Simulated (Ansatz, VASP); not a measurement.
## TiB2 in VASP and in Ansatz

```
CELL_PARAMETERS angstrom
3.02920 0.00000 0.00000
-1.51460 2.62336 0.00000
0.00000 0.00000 3.22840
ATOMIC_POSITIONS crystal
Ti 0.00000 0.00000 0.00000
B 0.33333 0.66667 0.50000
B 0.66667 0.33333 0.50000
```

Alike in both runs: task relaxation of cell and atoms; functional PBE; k mesh 12 × 12 × 10; occupations fermi-dirac, width 0.1 eV; no spin polarisation.

```csv
,VASP,Ansatz
version,VASP 6.6.1,Ansatz 0.2.0
potentials or method,"VASP PAW PBE potentials, release 64 (Ti_sv, B), cutoff 500 eV",PAW plane waves
valence electrons in the cell,18,18
```

```tsv
	VASP	Ansatz	Ansatz less VASP
gap on the k mesh at the Fermi level, each at its own relaxed structure (eV)	none	none	-
relaxed volume (Å³/atom)	8.56	8.56	-0.007
relaxed cell length with the largest relative difference (Å)	3.225	3.224	-0.0009
```

A gap of «none» marks a metal or a gap that the smearing closes.
